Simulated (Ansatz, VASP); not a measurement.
# One calculation of LiNbO3, two programs

```
Li Nb O
1.0
     2.52622    1.45851    4.77220
    -2.52622    1.45851    4.77220
     0.00000   -2.91703    4.77220
Li Nb O
2 2 6
Direct
  0.28159 0.28159 0.28159
  0.78159 0.78159 0.78159
  0.00049 0.00049 0.00049
  0.50049 0.50049 0.50049
  0.11046 0.35803 0.72110
  0.72110 0.11046 0.35803
  0.35803 0.72110 0.11046
  0.22110 0.85803 0.61046
  0.85803 0.61046 0.22110
  0.61046 0.22110 0.85803
```

Alike in both runs: task single point; functional PBE; k mesh 6 × 6 × 6; occupations gaussian, width 0.05 eV; no spin polarisation.

|  | VASP | Ansatz |
| --- | --- | --- |
| version | VASP 6.6.1 | Ansatz 0.2.0 |
| potentials or method | VASP PAW PBE potentials, release 64 (Li_sv, Nb_sv, O), cutoff 520 eV | scalar-relativistic, plane waves, PAW |
| valence electrons in the cell | 68 | 68 |

VASP gave:

| Quantity | Value |
| --- | --- |
| gap on the k mesh at the Fermi level (eV) | 3.69 |
| least direct gap on the mesh (eV) | 3.70 |
| rms of the force components (eV/Å) | 0.313 |

Q: Estimate Ansatz's values.

A: gap on the k mesh at the Fermi level (eV): 3.71; least direct gap on the mesh (eV): 3.72; rms of the force components (eV/Å): 0.307.

Atom by atom the forces differ by 0.014 eV/Å (rms over components).

Noted on VASP's run: the cutoff is under 1.25 times that of the potentials, so the pressure is a little rough.
